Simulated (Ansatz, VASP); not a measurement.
# Si2Mo: VASP beside Ansatz

```
Si Mo
1.0
    -1.62230    1.62230    3.96113
     1.62230   -1.62230    3.96113
     1.62230    1.62230   -3.96113
Si Mo
2 1
Direct
  0.33601 0.33601 0.00000
  0.66399 0.66399 0.00000
  0.00000 0.00000 0.00000
```

Alike in both runs: functional r2SCAN; k mesh 13 × 13 × 13; occupations fermi-dirac, width 0.1 eV; no spin polarisation.

Ansatz relaxed the structure, and its values are those at the end. VASP's run is a single point on that final structure, the one shown.

```csv
,VASP,Ansatz
version,VASP 6.6.1,Ansatz 0.2.0
potentials or method,"VASP PAW PBE potentials, release 64 (Si, Mo_sv), cutoff 520 eV",PAW plane waves
valence electrons in the cell,22,22
```

```csv
,VASP,Ansatz,Ansatz less VASP
pressure (GPa),-7.6,-7.9,-0.27
```

VASP's potentials were made for PBE, not for r2SCAN. Ansatz's warnings: stress scf threshold loose.
